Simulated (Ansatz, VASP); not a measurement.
ScAs2: VASP beside Ansatz

```
Sc As
1.0
     3.66636    0.00000    0.00000
    -1.83318    3.17516    0.00000
     0.00000    0.00000    6.21526
Sc As
1 2
Direct
  0.00000 0.00000 0.50000
  0.66667 0.33333 0.71756
  0.33333 0.66667 0.28244
```

Change from the starting cell: species swapped into the Sc2C type (P-3m1, No. 164).

Alike in both runs: task single point; functional PBE; k mesh 6 × 6 × 4; occupations gaussian, width 0.1 eV; no spin polarisation.

```csv
,VASP,Ansatz
version,VASP 6.6.1,Ansatz 0.2.0
potentials or method,"VASP PAW PBE potentials, release 64 (Sc_sv, As), cutoff 520 eV","scalar-relativistic, plane waves, PAW"
valence electrons in the cell,21,41
```

VASP gave:

| Quantity | Value |
| --- | --- |
| gap on the k mesh at the Fermi level (eV) | none |
| pressure (GPa) | 11.8 |
| traceless stress, the component that is largest in VASP (GPa) | -2.72 |
| rms of the force components (eV/Å) | 0.833 |

Question: Which values does Ansatz return?

Answer: gap on the k mesh at the Fermi level (eV): none; pressure (GPa): 11.6; traceless stress, the component that is largest in VASP (GPa): -2.70; rms of the force components (eV/Å): 0.817.

Atom by atom the forces differ by 0.015 eV/Å (rms over components). A gap of «none» marks a metal or a gap that the smearing closes. With one functional, cell and mesh, what is left measures potentials, basis and numerics. VASP's potentials hold 21 valence electrons a cell and Ansatz's 41, so a difference there can come from the potentials and not from the codes.
